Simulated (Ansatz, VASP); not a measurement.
**One calculation of Mg5ZnO6, two programs**

INCAR

```
PREC = Accurate ; ENCUT = 520
EDIFF = 1E-6 ; ISMEAR = 0
SIGMA = 0.1 ; LREAL = False
LASPH = True ; NELM = 100
ALGO = Normal ; ISIF = 2
LWAVE = False ; LCHARG = False
GGA = PE ; NBANDS = 41
```

The input KPOINTS:

```
Automatic mesh
0
Gamma
  6 6 2
```

Contents of POSCAR:

```
Mg5ZnO6
1.0
    3.2678288000      0.0000000000      0.0000000000
    0.0000000000      3.2678288000      0.0000000000
    0.0000000000      0.0000000000     13.7795323000
Mg Zn O
5 1 6
Direct
    0.0000000000      0.0000000000      0.0000000000
    0.5000000000      0.5000000000      0.1669740000
    0.0000000000      0.0000000000      0.3340230000
    0.0000000000      0.0000000000      0.6659770000
    0.5000000000      0.5000000000      0.8330260000
    0.5000000000      0.5000000000      0.5000000000
    0.5000000000      0.0000000000      0.0834840000
    0.0000000000      0.5000000000      0.2504780000
    0.5000000000      0.0000000000      0.4156560000
    0.0000000000      0.5000000000      0.5843440000
    0.5000000000      0.0000000000      0.7495220000
    0.0000000000      0.5000000000      0.9165160000
```

Input for Ansatz:

```yaml
crystal:
  lattice:
    - [3.2678288, 0.0, 0.0]
    - [0.0, 3.2678288, 0.0]
    - [0.0, 0.0, 13.7795323]
  atoms:
    - { symbol: Mg, position: [0.0, 0.0, 0.0] }
    - { symbol: Mg, position: [0.5, 0.5, 0.166974] }
    - { symbol: Mg, position: [0.0, 0.0, 0.334023] }
    - { symbol: Mg, position: [0.0, 0.0, 0.665977] }
    - { symbol: Mg, position: [0.5, 0.5, 0.833026] }
    - { symbol: Zn, position: [0.5, 0.5, 0.5] }
    - { symbol: O, position: [0.5, 0.0, 0.083484] }
    - { symbol: O, position: [0.0, 0.5, 0.250478] }
    - { symbol: O, position: [0.5, 0.0, 0.415656] }
    - { symbol: O, position: [0.0, 0.5, 0.584344] }
    - { symbol: O, position: [0.5, 0.0, 0.749522] }
    - { symbol: O, position: [0.0, 0.5, 0.916516] }
basis:
  ecutwfc: 420
kpoints:
  mp_grid: { grid: [6, 6, 2] }
hamiltonian:
  xc: pbe
scf:
  occupations: { method: gaussian, width: 0.1 }
  lower_state_search: "off"
output:
  forces: true
  stress: true
  eigenvalues: true
```

Alike in both runs: task single point; functional PBE; k mesh 6 × 6 × 2; occupations gaussian, width 0.1 eV; no spin polarisation.

|  | VASP | Ansatz |
| --- | --- | --- |
| version | VASP 6.6.1 | Ansatz 0.2.0 |
| potentials or method | VASP PAW PBE potentials, release 64 (Mg, Zn, O), cutoff 520 eV | scalar-relativistic, plane waves, PAW |
| valence electrons in the cell | 58 | 98 |

|  | VASP | Ansatz | Ansatz less VASP |
| --- | --- | --- | --- |
| gap on the k mesh at the Fermi level (eV) | 2.49 | 2.51 | +0.018 |
| least direct gap on the mesh (eV) | 2.49 | 2.51 | +0.018 |
| pressure (GPa) | -0.2 | 0.0 | +0.20 |
| rms of the force components (eV/Å) | 0.018 | 0.001 | -0.0176 |

Atom by atom the forces differ by 0.018 eV/Å (rms over components). VASP's potentials hold 58 valence electrons a cell and Ansatz's 98, so a difference there can come from the potentials and not from the codes.
